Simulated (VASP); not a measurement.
SnTe: single point with PBE

The system is SnTe.

```
Sn Te
1.0
     0.00000    3.24546    2.98582
     3.24546    0.00000    2.98582
     3.24546    3.24546    0.00000
Sn Te
1 1
Direct
  0.00000 0.00000 0.00000
  0.50000 0.50000 0.50000
```

This cell differs from its parent crystal: ratio of the length along z to the lengths across it x 0.92, volume and fractional coordinates fixed.

| Quantity | Value |
| --- | --- |
| Program | VASP 6.6.1 |
| Task | single point |
| Functional | PBE |
| Potentials or basis | VASP PAW PBE potentials, release 64 (Sn_d, Te) |
| Cutoff | 500 eV |
| k mesh | 10 × 10 × 10 |
| Occupations | gaussian, width 0.03 eV |
| Spin | no spin polarisation |
| Dipole correction | no |
| Further INCAR settings | ALGO = Normal; EDIFF = 1e-06; NBANDS = 17 |

```yaml
Pressure: 3.0 GPa
Band_gap_on_the_k_mesh: 0.23 eV, indirect (least direct gap 0.33 eV)
```

Stress tensor (GPa, compression positive):
```
-1.32  0.00  0.00
 0.00 -1.32  0.00
 0.00  0.00 11.56
```

Levels at points of the mesh, in eV from the valence-band top:
| k point | band 7 | band 8 | band 9 | band 10 | band 11 | band 12 | band 13 | band 14 |
| --- | --- | --- | --- | --- | --- | --- | --- | --- |
| (0.00, 0.00, 0.00) | -4.61 | -2.74 | -1.79 | -1.79 | 2.71 | 2.71 | 4.63 | 4.63 |
| (0.50, 0.00, 0.00) | -8.33 | -1.88 | -1.73 | -0.11 | 0.23 | 0.30 | 0.80 | 7.74 |
| (0.50, 0.50, 0.00) | -6.71 | -5.65 | -3.84 | -3.84 | 2.08 | 4.73 | 4.73 | 7.31 |
| (0.50, 0.00, 0.50) | -6.21 | -5.47 | -4.11 | -3.14 | 2.33 | 3.97 | 5.98 | 6.26 |

It took 2.2 min on 1 thread of Intel Xeon 8259CL, on a shared host, peak memory 0.26 GiB.

Caveat: spin-orbit coupling is left out, which moves the levels of the heavy elements. A k mesh can miss the band edges.
